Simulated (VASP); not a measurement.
Set up this calculation in VASP 6.6.1, as the native input.

| Item | Value |
| --- | --- |
| Task | single point |
| Functional | PBEsol |
| Potentials or basis | VASP PAW PBE potentials, release 64 (Ta_pv) |
| Cutoff | 520 eV |
| k mesh | 13 × 13 × 13 |
| Occupations | fermi-dirac, width 0.1 eV |
| Spin | no spin polarisation |
| Dipole correction | no |
| Further INCAR settings | ALGO = Normal; EDIFF = 1e-07; NBANDS = 12 |

The structure of Ta lies in POSCAR:

```
Ta
1.0
    0.0000000000      2.0881934083      2.0881934083
    2.0881934083      0.0000000000      2.0881934083
    2.0881934083      2.0881934083      0.0000000000
Ta
1
Direct
    0.0000000000      0.0000000000      0.0000000000
```

This isn't the form of Ta at room conditions, which is bcc.

One way to write it, as run:

INCAR

```
PREC     = Accurate       # precision mode
ENCUT    = 520            # plane-wave cutoff, eV
EDIFF    = 1E-7           # SCF threshold, eV
ISMEAR   = -1             # smearing method
SIGMA    = 0.1            # smearing width, eV
LREAL    = False          # projectors in reciprocal space
LASPH    = True           # aspherical terms in the spheres
NELM     = 100            # most SCF steps
ALGO     = Normal         # electronic algorithm
ISIF     = 2              # what is computed and relaxed
LWAVE    = False          # write WAVECAR
LCHARG   = True           # write CHGCAR
GGA      = PS             # functional
LELF     = True           # ELF
LVHAR    = True         
NBANDS   = 12             # bands
```

KPOINTS

```
Automatic mesh
0
Gamma
  13 13 13
```

Potentials or basis: VASP PAW PBE potentials, release 64 (Ta_pv).

Launch:

```bash
$ cat potpaw_PBE.64/Ta_pv/POTCAR > POTCAR
$ mpirun -np 1 vasp_std > vasp.out
```

It gave:

```
Pressure               : 0.1 GPa
Band gap on the k mesh : zero (an odd number of electrons rules out a gap without spin polarisation)
```

Caveat: the PAW data sets were made with another functional, which shifts forces and pressure a little; spin-orbit coupling is left out, which moves the levels of the heavy elements.

Run time: 22 s on 1 thread of Intel Xeon 8259CL (shared host), peak memory 0.15 GiB.
